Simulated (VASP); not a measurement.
# Na3WClO4 (Cmme) in VASP: single point with PBE

Aim: the single point of Na3WClO4 with PBE.

All numbers are computed with VASP 6.6.1; they aren't measurements. Logs are shortened: lines on timing, memory, paths and dates and some standing lists are left out, and cuts for length are marked.

## Step 1: The cell of the first run

It takes space group Cmme (No. 67, orthorhombic). The conventional cell has a = 10.473 Å, b = 10.792 Å, c = 5.360 Å, α = 90.00°, β = 90.00°, γ = 90.00°. Within 3.1 Å of Na (site symmetry mm2) lie 4 O at 2.35 Å and 2 Cl at 2.59 to 2.77 Å. Within 3.4 Å of Na (site symmetry 2/m) lie 4 O at 2.49 Å and 2 Cl at 2.83 Å and 2 Na at 3.31 Å. Na (site symmetry 2/m) has 4 O at 2.53 Å and 2 Cl at 2.75 Å and 2 Na at 3.25 Å within 3.3 Å. Within 2.4 Å of W (site symmetry 222) lie 4 O at 1.79 Å. Within 3.4 Å of Cl (site symmetry mm2) lie 6 Na at 2.59 to 2.83 Å and 4 O at 3.38 Å. Within 2.6 Å of O (site symmetry 1) lie 1 W at 1.79 Å and 3 Na at 2.35 to 2.53 Å.

## Step 2: Single point, PBE (xy shear strain of +3 %, then relaxed in part)

The input, INCAR:

```
SYSTEM = Na3WClO4
ALGO     = Normal         ! electronic algorithm
EDIFF    = 1E-7           ! SCF threshold, eV
ENCUT    = 520            ! plane-wave cutoff, eV
GGA      = PE             ! functional
ISIF     = 2              ! what is computed and relaxed
ISMEAR   = -1             ! smearing method
LASPH    = .True.         ! aspherical terms in the spheres
LCHARG   = .False.        ! write CHGCAR
LREAL    = Auto         
LWAVE    = .False.        ! write WAVECAR
NBANDS   = 81             ! bands
NELM     = 60             ! most SCF steps
PREC     = Accurate       ! precision mode
SIGMA    = 0.02           ! smearing width, eV
```

The input, KPOINTS:

```
k-points
0
Gamma
  3 3 4
  0 0 0
```

The input, POSCAR:

```
Na3WClO4
1.0
    7.5181000000      0.1127715000      0.0000000000
    0.1127715000      7.5181000000      0.0000000000
    0.0000000000      0.0000000000      5.3600000000
Na W Cl O
6 2 2 8
Direct
    0.5000000000      0.0000000000      0.3584260700
    0.0000000000      0.5000000000      0.6415739300
    0.7500000000      0.2500000000      0.0000000000
    0.2500000000      0.2500000000      0.0000000000
    0.2500000000      0.7500000000      0.0000000000
    0.7500000000      0.7500000000      0.0000000000
    0.0000000000      0.0000000000      0.5000000000
    0.5000000000      0.5000000000      0.5000000000
    0.5000000000      0.0000000000      0.8420427516
    0.0000000000      0.5000000000      0.1579572484
    0.8093120899      0.0015304913      0.2988620460
    0.5015304913      0.3093120899      0.2988620460
    0.1906879101     -0.0015304913      0.2988620460
    0.4984695087      0.6906879101      0.2988620460
    0.3093120899      0.5015304913      0.7011379540
   -0.0015304913      0.1906879101      0.7011379540
    0.6906879101      0.4984695087      0.7011379540
    0.0015304913      0.8093120899      0.7011379540
```

Potentials or basis: VASP PAW PBE potentials, release 64 (Na_pv, W_sv, Cl, O).

The run is started by

```sh
$ cat potpaw_PBE.64/Na_pv/POTCAR potpaw_PBE.64/W_sv/POTCAR potpaw_PBE.64/Cl/POTCAR potpaw_PBE.64/O/POTCAR > POTCAR
$ mpirun -np 1 vasp_std > vasp.out
```

OUTCAR:

```text
SYSTEM = Na3WClO4
   EDIFF = 1E-7
   ENCUT = 520
   GGA = PE
   ISIF = 2
   ISMEAR = -1
   LASPH = .True.
   LREAL = Auto
   NELM = 60
   PREC = Accurate

 ion  position               nearest neighbor table
   1  0.500  0.000  0.358-  11 2.35  12 2.35  13 2.35  14 2.35   9 2.59
   2  0.000  0.500  0.642-  15 2.35  16 2.35  17 2.35  18 2.35  10 2.59
   3  0.750  0.250  0.000-
   4  0.250  0.250  0.000-
   5  0.250  0.750  0.000-
   6  0.750  0.750  0.000-
   7  0.000  0.000  0.500-  11 1.79  13 1.79  16 1.79  18 1.79
   8  0.500  0.500  0.500-  12 1.79  14 1.79  15 1.79  17 1.79
   9  0.500  0.000  0.842-   1 2.59
  10  0.000  0.500  0.158-   2 2.59
  11  0.809  0.002  0.299-   7 1.79   1 2.35
  12  0.502  0.309  0.299-   8 1.79   1 2.35
  13  0.191  0.998  0.299-   7 1.79   1 2.35
  14  0.498  0.691  0.299-   8 1.79   1 2.35
  15  0.309  0.502  0.701-   8 1.79   2 2.35
  16  0.998  0.191  0.701-   7 1.79   2 2.35
  17  0.691  0.498  0.701-   8 1.79   2 2.35
  18  0.002  0.809  0.701-   7 1.79   2 2.35

  LATTYP: Found a base centered orthorhombic cell.
 ALAT       =    10.4727159985
 B/A-ratio  =     1.0304568528
 C/A-ratio  =     0.5118061065

  Lattice vectors:

 A1 = (  -0.1127715000,  -7.5181000000,   0.0000000000)
 A2 = (   7.5181000000,   0.1127715000,   0.0000000000)
 A3 = (   0.0000000000,   0.0000000000,   5.3600000000)

Analysis of symmetry for initial positions (statically):
=====================================================================
 Subroutine PRICEL returns:
 Original cell was already a primitive cell.

 Routine SETGRP: Setting up the symmetry group for a
 base centered orthorhombic supercell.

 Subroutine GETGRP returns: Found  8 space group operations
 (whereof  4 operations were pure point group operations)
 out of a pool of  8 trial point group operations.

The static configuration has the point symmetry D_2 .
 The point group associated with its full space group is D_2h.

Analysis of symmetry for dynamics (positions and initial velocities):
=====================================================================
 Subroutine PRICEL returns:
 Original cell was already a primitive cell.

[... 125 lines left out ...]
   ENCUT  =  520.0 eV  38.22 Ry    6.18 a.u.  13.98 13.98  9.97*2*pi/ulx,y,z
   NELM   =     60;   NELMIN=  2; NELMDL= -5     # of ELM steps
   EDIFF  = 0.1E-06   stopping-criterion for ELM
   LREAL  =      T    real-space projection
   EDIFFG = 0.1E-05   stopping-criterion for IOM
   NSW    =      0    number of steps for IOM
   IBRION =     -1    ionic relax: 0-MD 1-quasi-New 2-CG
   NFREE  =      0    steps in history (QN), initial steepest desc. (CG)
   ISIF   =      2    stress and relaxation
   ISYM   =      2    0-nonsym 1-usesym 2-fastsym
   POTIM  = 0.5000    time-step for ionic-motion
   TEBEG  =    0.0;   TEEND  =   0.0 temperature during run
   PSTRESS=    0.0 pullay stress
   NELECT =     132.0000    total number of electrons
   NUPDOWN=      -1.0000    fix difference up-down
   EMIN   =  10.00;   EMAX   =-10.00  energy-range for DOS
   EFERMI =   0.00;   METHOD = LEGACY
   ISMEAR =    -1;   SIGMA  =   0.02  broadening in eV -4-tet -1-fermi 0-gaus
   EFERMI_NEDOS =   21; number of points for ismear=-14 and -15
   IALGO  =     38    algorithm
   IMIX   =      4    mixing-type and parameters
     AMIX     =   0.40;   BMIX     =  1.00
     AMIX_MAG =   1.60;   BMIX_MAG =  1.00
  volume/ion in A,a.u.               =      16.83       113.56
  Fermi-wavevector in a.u.,A,eV,Ry     =   1.241190  2.345510 20.960502  1.540553
  Thomas-Fermi vector in A             =   2.375599
   LORBIT       =      0    0 simple, 1 ext, 2 COOP (PROOUT), +10 PAW based schemes
   GGA     = PE    functional components
   LHFCALC =     F    Hartree Fock is set to
   AEXX    =    0.0000 exact exchange contribution
   IVDW    =     0    specifies the selected vdW correction
   LEPSILON=     F    determine dielectric tensor
   LRPA    =     F    only Hartree local field effects (RPA)
 non-spin polarized calculation
  energy-cutoff  :      520.00
  volume of cell :      302.89
 maximum number of plane-waves:      8180
   NGX = 27   NGY = 27   NGZ = 19

 number of electron     131.9999866 magnetization

 Free energy of the ion-electron system (eV)
  ---------------------------------------------------
  ext. energy  EPLUGINS =         0.00000000
  ---------------------------------------------------
  free energy    TOTEN  =      -114.72660756 eV

  energy without entropy =     -114.72660756  energy(sigma->0) =     -114.72660756

 E-fermi :   0.2678     XC(G=0):  -8.7122

 val. band max:       -0.4311569441   @ k =   0.3333   0.3333   0.5000
 cond. band min:       4.1966062755   @ k =   0.0000   0.0000   0.0000
 fundamental gap:      4.6277632196
 Fermi energy:         0.2678373084

 k-point     1 :       0.0000    0.0000    0.0000
  band No.  band energies     occupation
      1     -73.3606      2.00000
      2     -73.3606      2.00000
      3     -37.7935      2.00000
      4     -37.7934      2.00000
      5     -37.7871      2.00000
      6     -37.7870      2.00000
[... 961 lines left out ...]
     77       6.6778      0.00000
     78       7.1190      0.00000
 [bands above 78 left out]

------------------------ aborting loop because EDIFF is reached ----------------------------------------

  FORCE on cell =-STRESS in cart. coord.  units (eV):
  Direction    XX          YY          ZZ          XY          YZ          ZX
  --------------------------------------------------------------------------------------
  -------------------------------------------------------------------------------------
  Total        3.9948529      3.9948529      3.8615684     -1.2455636      0.0000000      0.0000000
  in kB       21.1313923     21.1313923     20.4263633     -6.5886015      0.0000000      0.0000000
  external PRESSURE =      20.8963826 kB  Pullay stress =       0.0000000 kB

 VOLUME and BASIS-vectors are now :
 -----------------------------------------------------------------------------
  energy-cutoff  :      520.00
  volume of cell :      302.89
      direct lattice vectors                 reciprocal lattice vectors
     7.518100000  0.112771500  0.000000000     0.133042265 -0.001995634  0.000000000
     0.112771500  7.518100000  0.000000000    -0.001995634  0.133042265  0.000000000
     0.000000000  0.000000000  5.360000000     0.000000000  0.000000000  0.186567164

 POSITION                                       TOTAL-FORCE (eV/Angst)
 -----------------------------------------------------------------------------------
      3.75905      0.05639      1.92116         0.000000     -0.000000     -0.006999
      0.05639      3.75905      3.43884         0.000000     -0.000000      0.006999
      5.66677      1.96410      0.00000         0.000000     -0.000000      0.000000
      1.90772      1.90772      0.00000         0.000000     -0.000000      0.000000
      1.96410      5.66677      0.00000         0.000000     -0.000000      0.000000
      5.72315      5.72315      0.00000         0.000000     -0.000000      0.000000
[... 10 lines left out ...]
      5.24887      3.82543      3.75810         0.313820     -0.004110      0.236795
      0.10277      6.08466      3.75810         0.004110     -0.313820      0.236795
 -----------------------------------------------------------------------------------
    total drift:                                0.000000     -0.000000     -0.000000

  FREE ENERGIE OF THE ION-ELECTRON SYSTEM (eV)
  ---------------------------------------------------
  free  energy   TOTEN  =      -114.7266075613 eV

  energy  without entropy=     -114.7266075613  energy(sigma->0) =     -114.72660756
```

stdout:

```text
POSCAR found type information on POSCAR NaW ClO
 POSCAR found :  4 types and      18 ions
 scaLAPACK will be used
 LDA part: xc-table for (Slater+PW92), standard interpolation
 POSCAR, INCAR and KPOINTS ok, starting setup
 FFT: planning ... GRIDC
 FFT: planning ... GRID_SOFT
 FFT: planning ... GRID
 WAVECAR not read
 entering main loop
```

Run time: 5.8 min. Hardware: 1 thread of Intel Xeon Platinum 8488C (Sapphire Rapids), shared host; peak memory 0.46 GiB.

Results:

| Quantity | Value |
| --- | --- |
| Free energy | -114.7266 eV |
| Pressure | 2.1 GPa |
| Largest force | 0.393 eV/Å |
| Band gap on the k mesh | 4.63 eV (least direct gap 4.67 eV) |

Forces on the atoms (eV/Å):
```
Na   0.000  0.000 -0.007
Na   0.000  0.000  0.007
Na   0.000  0.000  0.000
Na   0.000  0.000  0.000
Na   0.000  0.000  0.000
Na   0.000  0.000  0.000
W    0.000  0.000  0.000
W    0.000  0.000  0.000
Cl   0.000  0.000  0.000
Cl   0.000  0.000  0.000
O   -0.314  0.004 -0.237
O    0.004 -0.314 -0.237
O    0.314 -0.004 -0.237
O   -0.004  0.314 -0.237
O   -0.314  0.004  0.237
O   -0.004  0.314  0.237
O    0.314 -0.004  0.237
O    0.004 -0.314  0.237
```

Levels at points of the mesh, in eV from the valence-band top:
| k point | band 63 | band 64 | band 65 | band 66 | band 67 | band 68 | band 69 | band 70 |
| --- | --- | --- | --- | --- | --- | --- | --- | --- |
| (0.00, 0.00, 0.00) | -0.30 | -0.20 | -0.14 | -0.04 | 4.63 | 5.01 | 5.31 | 5.50 |
| (0.00, 0.00, 0.50) | -0.11 | -0.06 | -0.04 | 0.00 | 5.21 | 5.44 | 5.55 | 5.67 |

Caveat: the cell differs from its parent crystal (xy shear strain of +3 %, then relaxed in part); spin-orbit coupling is left out, which moves the levels of the heavy elements.
